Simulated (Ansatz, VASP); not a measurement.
# Zr: VASP beside Ansatz

```
CELL_PARAMETERS angstrom
-1.79785 1.79785 1.79785
1.79785 -1.79785 1.79785
1.79785 1.79785 -1.79785
ATOMIC_POSITIONS crystal
Zr 0.00000 0.00000 0.00000
```

Change from the starting cell: volume scaled by 0.98.

Alike in both runs: task single point; functional PBE; k mesh 14 × 14 × 14; occupations fermi-dirac, width 0.08 eV; no spin polarisation.

|  | VASP | Ansatz |
| --- | --- | --- |
| version | VASP 6.6.1 | Ansatz 0.2.0 |
| potentials or method | VASP PAW PBE potentials, release 64 (Zr_sv), cutoff 520 eV | all-electron LAPW, scalar-relativistic |

|  | VASP | Ansatz | Ansatz less VASP |
| --- | --- | --- | --- |
| pressure (GPa) | -1.4 | -1.4 | -0.01 |

Ansatz ran all-electron here, and VASP with PAW potentials.
